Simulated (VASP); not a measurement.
## Ni2Sb3: single point with PBE

Crystal: Ni2Sb3.

```
Sb Ni
1.0
     4.27834    0.00000    0.00000
    -2.13917    3.70515    0.00000
     0.00000    0.00000    5.19124
Sb Ni
3 2
Direct
  0.00000 0.00000 0.00000
  0.33333 0.66667 0.64762
  0.66667 0.33333 0.35238
  0.33333 0.66667 0.14658
  0.66667 0.33333 0.85342
```

```json
{
 "Program": "VASP 6.6.1",
 "Task": "single point",
 "Functional": "PBE",
 "Potentials or basis": "VASP PAW PBE potentials, release 64 (Sb, Ni)",
 "Cutoff": "520 eV",
 "k mesh": "6 × 6 × 4",
 "Occupations": "gaussian, width 0.1 eV",
 "Spin": "collinear spin, ferromagnetic start",
 "Starting moments": "[0.0, 0.0, 0.0, 2.0, 2.0] μB",
 "Dipole correction": "no",
 "Further INCAR settings": "ALGO = Normal; EDIFF = 1e-06; NBANDS = 30"
}
```

```yaml
Pressure: 31.5 GPa
Largest_force: 0.497 eV/Å
Net_moment: 0.00 μB per cell
Valence_electrons_inside_the_program's_atomic_spheres: Sb 2.55, 2.53 (each value once); Ni 9.50
```

Forces in eV/Å, atoms in the order of the input:
```
Sb   0.000  0.000  0.000
Sb   0.000  0.000  0.317
Sb   0.000  0.000 -0.317
Ni   0.000  0.000  0.497
Ni   0.000  0.000 -0.497
```

Stress tensor (GPa, compression positive):
```
29.91  0.00  0.00
 0.00 29.91  0.00
 0.00  0.00 34.62
```

Levels at points of the mesh, in eV from the Fermi level:
Spin up:
```
           k point  band 13  band 14  band 15  band 16  band 17  band 18  band 19  band 20  band 21  band 22
(0.00, 0.00, 0.00)    -2.19    -1.25    -1.18    -1.18    -1.17     0.46     0.46     1.65     1.76     1.76
(0.50, 0.00, 0.00)    -2.48    -2.19    -2.07    -1.22    -0.94     0.59     1.21     1.39     1.44     1.72
(0.00, 0.00, 0.50)    -2.33    -0.66    -0.66    -0.56     0.28     0.62     0.62     0.87     0.87     1.14
(0.50, 0.00, 0.50)    -2.25    -2.23    -1.88    -1.24    -0.81    -0.29     2.00     3.08     3.57     4.40
```
Spin down:
| k point | band 14 | band 15 | band 16 | band 17 | band 18 | band 19 | band 20 | band 21 |
| --- | --- | --- | --- | --- | --- | --- | --- | --- |
| (0.00, 0.00, 0.00) | -1.25 | -1.18 | -1.18 | -1.17 | 0.46 | 0.46 | 1.65 | 1.76 |
| (0.50, 0.00, 0.00) | -2.19 | -2.07 | -1.22 | -0.94 | 0.60 | 1.21 | 1.39 | 1.44 |
| (0.00, 0.00, 0.50) | -0.66 | -0.66 | -0.56 | 0.28 | 0.62 | 0.62 | 0.87 | 0.87 |
| (0.50, 0.00, 0.50) | -2.23 | -1.88 | -1.24 | -0.81 | -0.29 | 2.00 | 3.08 | 3.57 |

It took 110 s on 1 thread of Oxide Virtual Turin-like Processor (shared host), peak memory 0.24 GiB.

Caveat: the cell stands under pressure; the moments typed at the start vanished in this run; spin-orbit coupling is left out, which moves the levels of the heavy elements.
